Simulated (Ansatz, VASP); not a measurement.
One calculation of Ga, two programs

File INCAR:

```
PREC = Accurate
ENCUT = 500
EDIFF = 1E-7
ISMEAR = -1
SIGMA = 0.1
LREAL = False
LASPH = True
NELM = 120
ALGO = Normal
ISIF = 3
LWAVE = False
LCHARG = False
GGA = B5
ALDAX = 1.0
AGGAX = 1.0
AGGAC = 1.0
ALDAC = 0.0
IBRION = 2
NSW = 80
EDIFFG = -0.01
GGA_COMPAT = False
NELMIN = 4
```

Contents of KPOINTS:

```
Automatic mesh
0
Gamma
  11 11 11
```

POSCAR

```
Ga
1.0
    2.7660252371      0.0000000000      0.0000000000
    0.0000000000      2.7660252371      0.0000000000
    0.0000000000      0.0000000000      2.7660252371
Ga
1
Direct
    0.0000000000      0.0000000000      0.0000000000
```

Input for Ansatz:

```yaml
crystal:
  lattice:
    - [2.7660252371, 0.0, 0.0]
    - [0.0, 2.7660252371, 0.0]
    - [0.0, 0.0, 2.7660252371]
  atoms:
    - { symbol: Ga, position: [0.0, 0.0, 0.0] }
hamiltonian:
  xc: blyp
  pseudopotentials:
    kind: paw
    azcp:
      Ga: "pseudopotentials/Ga.paw.azcp"
basis:
  ecutwfc: 420
  fft_grid_basis: typed
kpoints:
  mp_grid: { grid: [11, 11, 11], shift: [0, 0, 0] }
magnetization:
  spin_polarized: false
scf:
  occupations: { method: fermi_dirac, width: 0.1 }
relax:
  max_steps: 60
  f_tol: 0.01
  cell: {}
```

Alike in both runs: task relaxation of cell and atoms; functional BLYP; k mesh 11 × 11 × 11; occupations fermi-dirac, width 0.1 eV; no spin polarisation.

|  | VASP | Ansatz |
| --- | --- | --- |
| version | VASP 6.6.1 | Ansatz 0.2.0 |
| potentials or method | VASP PAW PBE potentials, release 64 (Ga_d), cutoff 500 eV | plane waves (420 eV) with PAW, scalar-relativistic |
| valence electrons in the cell | 13 | 13 |

```csv
,VASP,Ansatz,Ansatz less VASP
relaxed volume (Å³/atom),22.72,22.69,-0.034
relaxed cell length with the largest relative difference (Å),2.832,2.831,-0.0014
```

VASP's potentials were made for PBE, not for BLYP.
